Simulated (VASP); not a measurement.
# Cu (P2_1/m) in VASP: further runs, part 2 of 2

VASP 6.6.1. The steps go on from the part before.

**3. Single point, LDA (atoms displaced along several vibrational modes)**

INCAR reads:

```
PREC = Accurate
ENCUT = 520
EDIFF = 1E-6
ISMEAR = 0
SIGMA = 0.15
LREAL = F
LASPH = T
NELM = 100
ALGO = Fast
ISIF = 2
LWAVE = F
LCHARG = T
GGA = CA
LELF = T
LVHAR = T
NBANDS = 18
```

KPOINTS reads:

```
Automatic mesh
0
Gamma
  20 20 12
```

POSCAR reads:

```
Cu
1.0
   -1.4273957350      1.4273957350      1.3410790631
    1.4273957350     -1.4273957350      1.3410790631
    2.8547914700      2.8547914700      0.0000000000
Cu
2
Direct
    0.0900010522     -0.1170688075      0.0000000000
    0.4099989478      0.6170688075      0.5000000000
```

Potentials or basis: VASP PAW LDA potentials, release 64 (Cu).

Run with:

```console
> cat potpaw_LDA.64/Cu/POTCAR > POTCAR
> mpirun -np 1 vasp_std > vasp.out
```

OUTCAR:

```text
PREC = Accurate
   ENCUT = 520
   EDIFF = 1E-6
   ISMEAR = 0
   LREAL = F
   LASPH = T
   NELM = 100
   ISIF = 2
   GGA = CA

 ion  position               nearest neighbor table
   1  0.090  0.883  0.000-   2 2.34   2 2.34   2 2.53   2 2.53   2 2.60   2 2.60
   2  0.410  0.617  0.500-   1 2.34   1 2.34   1 2.53   1 2.53   1 2.60   1 2.60

  LATTYP: Found a base centered orthorhombic cell.
 ALAT       =     2.6821581262
 B/A-ratio  =     1.5052374337
 C/A-ratio  =     1.5052374337

  Lattice vectors:

 A1 = (  -1.4273957350,   1.4273957350,   1.3410790631)
 A2 = (   1.4273957350,  -1.4273957350,   1.3410790631)
 A3 = (   2.8547914700,   2.8547914700,   0.0000000000)

Analysis of symmetry for initial positions (statically):
=====================================================================
 Subroutine PRICEL returns:
 Original cell was already a primitive cell.

 Routine SETGRP: Setting up the symmetry group for a
 base centered orthorhombic supercell.

 Subroutine GETGRP returns: Found  4 space group operations
 (whereof  2 operations were pure point group operations)
 out of a pool of  8 trial point group operations.

The static configuration has the point symmetry C_1h.
 The point group associated with its full space group is C_2h.

Analysis of symmetry for dynamics (positions and initial velocities):
=====================================================================
 Subroutine PRICEL returns:
 Original cell was already a primitive cell.

 Routine SETGRP: Setting up the symmetry group for a
 base centered orthorhombic supercell.

 Subroutine GETGRP returns: Found  4 space group operations
 (whereof  2 operations were pure point group operations)
 out of a pool of  8 trial point group operations.

The dynamic configuration has the point symmetry C_1h.
 The point group associated with its full space group is C_2h.

 Subroutine INISYM returns: Found  4 space group operations
 (whereof  2 operations are pure point group operations),
 and found     1 'primitive' translations

----------------------------------------------------------------------------------------

                                     Primitive cell

  volume of cell :      21.8591

  direct lattice vectors                    reciprocal lattice vectors
    -1.427395735  1.427395735  1.341079063    -0.175144141  0.175144141  0.372834096
     1.427395735 -1.427395735  1.341079063     0.175144141 -0.175144141  0.372834096
     2.854791470  2.854791470  0.000000000     0.175144141  0.175144141  0.000000000

  length of vectors
     2.423511960  2.423511960  4.037284815     0.447611666  0.447611666  0.247691220

  position of ions in fractional coordinates (direct lattice)
     0.090001052  0.882931193  0.000000000
     0.409998948  0.617068807  0.500000000

  ion indices of the primitive-cell ions
   primitive index   ion index
                 1           1
                 2           2

----------------------------------------------------------------------------------------

 KPOINTS: Automatic mesh

Automatic generation of k-mesh.
 Grid dimensions read from file:
 generate k-points for:   20   20   12

 Generating k-lattice:

  Cartesian coordinates                     Fractional coordinates (reciprocal lattice)
    -0.008757207  0.008757207  0.018641705     0.050000000  0.000000000  0.000000000
     0.008757207 -0.008757207  0.018641705     0.000000000  0.050000000  0.000000000
     0.014595345  0.014595345  0.000000000     0.000000000  0.000000000  0.083333333

  Length of vectors
     0.022380583  0.022380583  0.020640935

  Shift w.r.t. Gamma in fractional coordinates (k-lattice)
     0.000000000  0.000000000  0.000000000

 Subroutine IBZKPT returns following result:
 ===========================================

 Found   1414 irreducible k-points:

 Following reciprocal coordinates:
            Coordinates               Weight
  0.000000  0.000000  0.000000      1.000000
  0.050000  0.000000  0.000000      2.000000
  0.000000  0.050000  0.000000      2.000000
  0.100000  0.000000  0.000000      2.000000
  0.000000  0.100000  0.000000      2.000000
  0.150000  0.000000  0.000000      2.000000
[... 16 lines left out ...]
  0.100000  0.050000  0.000000      2.000000
  0.050000  0.100000  0.000000      2.000000
 [... further k-points ...]
   k-points           NKPTS =   1414   k-points in BZ     NKDIM =   1414   number of bands    NBANDS=     18
   number of dos      NEDOS =    301   number of ions     NIONS =      2
   total plane-waves  NPLWV =   9720
   dimension x,y,z NGX =    18 NGY =   18 NGZ =   30
   dimension x,y,z NGXF=    36 NGYF=   36 NGZF=   60
   ions per type =               2
   NGX,Y,Z   is equivalent  to a cutoff of  12.35, 12.35, 12.35 a.u.
   NGXF,Y,Z  is equivalent  to a cutoff of  24.69, 24.69, 24.71 a.u.
 SYSTEM =  unknown system
   PREC   = accura    normal or accurate (medium, high low for compatibility)
   ISTART =      0    job   : 0-new  1-cont  2-samecut
   ICHARG =      2    charge: 1-file 2-atom 10-const
   ISPIN  =      1    spin polarized calculation?
   LNONCOLLINEAR =      F non collinear calculations
   LSORBIT =      F    spin-orbit coupling
   LASPH  =      T    aspherical Exc in radial PAW
   ENCUT  =  520.0 eV  38.22 Ry    6.18 a.u.   4.51  4.51  7.51*2*pi/ulx,y,z
   NELM   =    100;   NELMIN=  2; NELMDL= -5     # of ELM steps
   EDIFF  = 0.1E-05   stopping-criterion for ELM
   LREAL  =      F    real-space projection
   EDIFFG = 0.1E-04   stopping-criterion for IOM
   NSW    =      0    number of steps for IOM
   IBRION =     -1    ionic relax: 0-MD 1-quasi-New 2-CG
   NFREE  =      0    steps in history (QN), initial steepest desc. (CG)
   ISIF   =      2    stress and relaxation
   ISYM   =      2    0-nonsym 1-usesym 2-fastsym
   POTIM  = 0.5000    time-step for ionic-motion
   TEBEG  =    0.0;   TEEND  =   0.0 temperature during run
   PSTRESS=    0.0 pullay stress
   NELECT =      22.0000    total number of electrons
   NUPDOWN=      -1.0000    fix difference up-down
   EMIN   =  10.00;   EMAX   =-10.00  energy-range for DOS
   EFERMI =   0.00;   METHOD = LEGACY
   ISMEAR =     0;   SIGMA  =   0.15  broadening in eV -4-tet -1-fermi 0-gaus
   EFERMI_NEDOS =   21; number of points for ismear=-14 and -15
   IALGO  =     68    algorithm
   IMIX   =      4    mixing-type and parameters
     AMIX     =   0.40;   BMIX     =  1.00
     AMIX_MAG =   1.60;   BMIX_MAG =  1.00
  volume/ion in A,a.u.               =      10.93        73.76
  Fermi-wavevector in a.u.,A,eV,Ry     =   1.640607  3.100298 36.621342  2.691593
  Thomas-Fermi vector in A             =   2.731217
   LORBIT       =      0    0 simple, 1 ext, 2 COOP (PROOUT), +10 PAW based schemes
   GGA     = CA    functional components
   LHFCALC =     F    Hartree Fock is set to
   AEXX    =    0.0000 exact exchange contribution
   IVDW    =     0    specifies the selected vdW correction
   LEPSILON=     F    determine dielectric tensor
   LRPA    =     F    only Hartree local field effects (RPA)
 non-spin polarized calculation
 RMM-DIIS sequential band-by-band and
 Gauss-broadening in eV      SIGMA  =   0.15
  energy-cutoff  :      520.00
  volume of cell :       21.86
 maximum number of plane-waves:       607
 NGX is ok and might be reduce to    18
   NGX =  9   NGY =  9   NGZ = 15

 number of electron      22.0000014 magnetization

 Free energy of the ion-electron system (eV)
  ---------------------------------------------------
  ext. energy  EPLUGINS =         0.00000000
  ---------------------------------------------------
  free energy    TOTEN  =        -9.25014120 eV

  energy without entropy =       -9.24395672  energy(sigma->0) =       -9.24704896

 E-fermi :   8.3536     XC(G=0): -13.5491

 val. band max:        8.3506963635   @ k =   0.4000   0.0000   0.4167
 cond. band min:       8.3554520234   @ k =   0.1500   0.5000  -0.2500
 fundamental gap:      0.0047556599
 Fermi energy:         8.3535726954

 k-point     1 :       0.0000    0.0000    0.0000
  band No.  band energies     occupation
      1      -1.5940      2.00000
      2       2.8035      2.00000
      3       4.5863      2.00000
      4       4.7146      2.00000
      5       4.9570      2.00000
      6       5.5026      2.00000
[... 10 lines left out ...]
     17      30.9922      0.00000
     18      33.7473      0.00000
[... 463 lines left out ...]
 k-point    24 :       0.0500    0.1000    0.0000
  band No.  band energies     occupation
      1      -1.0814      2.00000
      2       3.0642      2.00000
      3       4.4348      2.00000
      4       4.7500      2.00000
      5       5.1119      2.00000
      6       5.1577      2.00000
[... 10 lines left out ...]
     17      32.5712      0.00000
     18      33.3011      0.00000

 [... further k-points ...]
[... 5 lines left out ...]
  --------------------------------------------------------------------------------------
  -------------------------------------------------------------------------------------
  Total        1.2691592      1.2691592     -0.9052316     -0.1813674      0.1221763     -0.1221763
  in kB       93.0236787     93.0236787    -66.3494212    -13.2934180      8.9549787     -8.9549758
  external PRESSURE =      39.8993120 kB  Pullay stress =       0.0000000 kB

 VOLUME and BASIS-vectors are now :
 -----------------------------------------------------------------------------
  energy-cutoff  :      520.00
  volume of cell :       21.86
      direct lattice vectors                 reciprocal lattice vectors
    -1.427395735  1.427395735  1.341079063    -0.175144141  0.175144141  0.372834096
     1.427395735 -1.427395735  1.341079063     0.175144141 -0.175144141  0.372834096
     2.854791470  2.854791470  0.000000000     0.175144141  0.175144141  0.000000000

 POSITION                                       TOTAL-FORCE (eV/Angst)
 -----------------------------------------------------------------------------------
      1.13183     -1.13183      1.30478         0.437246     -0.437246      0.055863
      1.72297      1.13183      1.37738        -0.437246      0.437246     -0.055863
 -----------------------------------------------------------------------------------
    total drift:                               -0.000000      0.000000      0.000000

  FREE ENERGIE OF THE ION-ELECTRON SYSTEM (eV)
  ---------------------------------------------------
  free  energy   TOTEN  =        -9.2501411969 eV

  energy  without entropy=       -9.2439567195  energy(sigma->0) =       -9.24704896
```

stdout:

```text
POSCAR found type information on POSCAR Cu
 POSCAR found :  1 types and       2 ions
 scaLAPACK will be used
 LDA part: xc-table for (Slater(with rela. corr.)+CA(PZ))
 , standard interpolation
 POSCAR, INCAR and KPOINTS ok, starting setup
 FFT: planning ... GRIDC
 FFT: planning ... GRID_SOFT
 FFT: planning ... GRID
 WAVECAR not read
 entering main loop
WARNING in EDDRMM: call to ZHEGV failed, returncode =   8  4     16
WARNING in EDDRMM: call to ZHEGV failed, returncode =   6  3     14
WARNING in EDDRMM: call to ZHEGV failed, returncode =   8  4     15
WARNING in EDDRMM: call to ZHEGV failed, returncode =   6  3     17
```

It took 7.2 min on 1 thread of Intel Xeon Platinum 8259CL at 2.50GHz (Skylake/Cascade Lake), shared host; peak memory 0.51 GiB.

What came out:

```
Free energy            : -9.2501 eV
Pressure               : 4.0 GPa
Largest force          : 0.621 eV/Å
Band gap on the k mesh : zero (bands 11 and 12 overlap by 6.09 eV)
```

Forces on the atoms (eV/Å):
```
Cu   0.437 -0.437  0.056
Cu  -0.437  0.437 -0.056
```

Stress tensor (GPa, compression positive):
```
 9.30 -1.33 -0.90
-1.33  9.30  0.90
-0.90  0.90 -6.63
```

Caveat: the cell differs from its parent crystal (atoms displaced along several vibrational modes); the stress differs along the axes, from -7 to 9 GPa.

**4. Single point, LDA (atoms displaced along several vibrational modes)**

INCAR reads:

```
SYSTEM = Cu
PREC = Accurate
ENCUT = 520
EDIFF = 1E-7
ISMEAR = 0
SIGMA = 0.15
LREAL = .FALSE.
LASPH = .TRUE.
NELM = 60
ALGO = Fast
ISIF = 2
LWAVE = .FALSE.
LCHARG = .FALSE.
NBANDS = 18
```

KPOINTS reads:

```
regular mesh
0
G
  20 20 12
  0 0 0
```

POSCAR reads:

```
Cu
1.0
   -1.4273957350      1.4273957350      1.3410790631
    1.4273957350     -1.4273957350      1.3410790631
    2.8547914700      2.8547914700      0.0000000000
Cu
2
Direct
    0.0641173197     -0.0911850751      0.0000000000
    0.4358826803      0.5911850751      0.5000000000
```

Run with:

```console
> cat potpaw_LDA.64/Cu/POTCAR > POTCAR
> mpirun -np 1 vasp_std > vasp.out
```

It took 7.5 min on 1 thread of Intel Xeon Platinum 8259CL at 2.50GHz (Skylake/Cascade Lake), shared host; peak memory 0.51 GiB.

It converged, with:

```
Free energy            : -9.3319 eV
Pressure               : 1.8 GPa
Largest force          : 0.237 eV/Å
Band gap on the k mesh : zero (bands 11 and 12 overlap by 6.19 eV)
```

Forces in eV/Å, atoms in the order of the input:
```
Cu   0.139 -0.139  0.132
Cu  -0.139  0.139 -0.132
```

Stress tensor (GPa, compression positive):
```
 4.78 -2.66 -0.70
-2.66  4.78  0.70
-0.70  0.70 -4.04
```

Levels at points of the mesh, in eV from the Fermi level:
```
           k point  band 7  band 8  band 9  band 10  band 11  band 12  band 13  band 14  band 15  band 16
(0.00, 0.00, 0.00)   -2.69   -2.59   -2.53    -1.93    -1.76    -1.09     4.30    20.06    20.75    22.45
(0.50, 0.00, 0.00)   -2.98   -1.94   -1.78    -1.67    -0.05     1.10     8.01     8.51    10.53    10.93
(0.00, 0.50, 0.00)   -3.02   -1.90   -1.83    -1.65    -0.31     1.37     7.47     8.01    10.98    11.41
(0.50, 0.50, 0.00)   -2.61   -1.76   -1.60    -1.52     0.53     2.88     9.25     9.66    10.23    12.52
(0.00, 0.00, 0.50)   -2.85   -2.85   -2.21    -2.21    -1.96    -1.96    13.41    13.41    21.47    21.47
(0.50, 0.00, 0.50)   -2.05   -2.05   -1.74    -1.74    -0.17    -0.17     4.81     4.81    17.96    17.96
(0.00, 0.50, 0.50)   -2.22   -2.22   -1.77    -1.77     0.13     0.13     4.58     4.58    18.19    18.19
(0.50, 0.50, 0.50)   -2.02   -2.02   -1.55    -1.55     1.51     1.51     6.54     6.54    13.55    13.55
```

Caveat: the cell differs from its parent crystal (atoms displaced along several vibrational modes); the stress differs along the axes, from -4 to 5 GPa.

**5. Single point, LDA (atoms displaced along several vibrational modes)**

INCAR reads:

```
SYSTEM = Cu
ALGO     = Fast           ! electronic algorithm
EDIFF    = 1E-6           ! SCF threshold, eV
ENCUT    = 520            ! plane-wave cutoff, eV
ISIF     = 2              ! what is computed and relaxed
ISMEAR   = 0              ! smearing method
LASPH    = .True.         ! aspherical terms in the spheres
LCHARG   = .False.        ! write CHGCAR
LREAL    = .False.        ! projectors in reciprocal space
LWAVE    = .False.        ! write WAVECAR
NBANDS   = 18             ! bands
NELM     = 100            ! most SCF steps
PREC     = Accurate       ! precision mode
SIGMA    = 0.15           ! smearing width, eV
```

KPOINTS reads:

```
k-points
0
Gamma
  20 20 12
  0 0 0
```

POSCAR reads:

```
Cu
1.0
   -1.4273957350      1.4273957350      1.3410790631
    1.4273957350     -1.4273957350      1.3410790631
    2.8547914700      2.8547914700      0.0000000000
Cu
2
Direct
    0.0123498548     -0.0394176101      0.0000000000
    0.4876501452      0.5394176101      0.5000000000
```

Run with:

```console
> cat potpaw_LDA.64/Cu/POTCAR > POTCAR
> mpirun -np 1 vasp_std > vasp.out
```

Wall time 8.5 min (1 thread of Intel Xeon 8259CL, shared host); peak memory 0.52 GiB.

Results (log left out):

```
Free energy            : -9.3362 eV
Pressure               : 2.4 GPa
Largest force          : 0.246 eV/Å
Band gap on the k mesh : zero (bands 11 and 12 overlap by 6.65 eV)
```

Forces on the atoms (eV/Å):
```
Cu  -0.040  0.040  0.240
Cu   0.040 -0.040 -0.240
```

Stress tensor (GPa, compression positive):
```
 2.81 -0.34 -0.25
-0.34  2.81  0.25
-0.25  0.25  1.67
```

Levels at points of the mesh, in eV from the Fermi level:
```
           k point  band 7  band 8  band 9  band 10  band 11  band 12  band 13  band 14  band 15  band 16
(0.00, 0.00, 0.00)   -2.55   -2.46   -2.20    -2.16    -1.52    -1.09     4.29    19.41    19.90    23.29
(0.50, 0.00, 0.00)   -2.76   -2.04   -1.94    -1.82     0.42     0.61     9.05     9.48     9.55     9.93
(0.00, 0.50, 0.00)   -2.72   -2.11   -1.90    -1.87     0.16     0.88     8.51     8.94    10.07    10.46
(0.50, 0.50, 0.00)   -1.95   -1.68   -1.63    -1.49    -0.70     4.06     7.89     7.98    10.23    13.54
(0.00, 0.00, 0.50)   -2.71   -2.71   -2.39    -2.39    -2.10    -2.10    13.39    13.39    21.88    21.88
(0.50, 0.00, 0.50)   -2.00   -2.00   -1.47    -1.47    -0.57    -0.57     5.01     5.01    17.70    17.70
(0.00, 0.50, 0.50)   -2.03   -2.03   -1.55    -1.55    -0.41    -0.41     4.93     4.93    17.73    17.73
(0.50, 0.50, 0.50)   -2.54   -2.54   -1.56    -1.56     2.70     2.70     5.36     5.36    13.55    13.55
```

Caveat: the cell differs from its parent crystal (atoms displaced along several vibrational modes).

**6. Summary**

| cell | further INCAR settings | gap on the mesh (eV) | pressure (GPa) | largest force (eV/Å) |
| --- | --- | --- | --- | --- |
| as given, atomic positions A | ALGO = Fast; EDIFF = 1e-06; NBANDS = 18 | none | 1.7 | 0.19 |
| as given, atomic positions B | ALGO = Fast; EDIFF = 1e-06; NBANDS = 18 | none | 4.0 | 0.62 |
| as given, atomic positions C | ALGO = Fast; EDIFF = 1e-07; NBANDS = 18 | none | 1.8 | 0.24 |
| as given, atomic positions D | ALGO = Fast; EDIFF = 1e-06; NBANDS = 18 | none | 2.4 | 0.25 |

Alike in all rows: task single point; level LDA; potentials or basis VASP PAW LDA potentials, release 64 (Cu); no spin polarisation; k mesh 20 × 20 × 12; cutoff (eV) 520; smearing gaussian 0.15 eV.

Caveats: the stress differs along the axes, from -7 to 9 GPa (at least some runs); the stress differs along the axes, from -4 to 5 GPa (at least some runs).

Absolute energies hang on the potentials; compare differences alone.
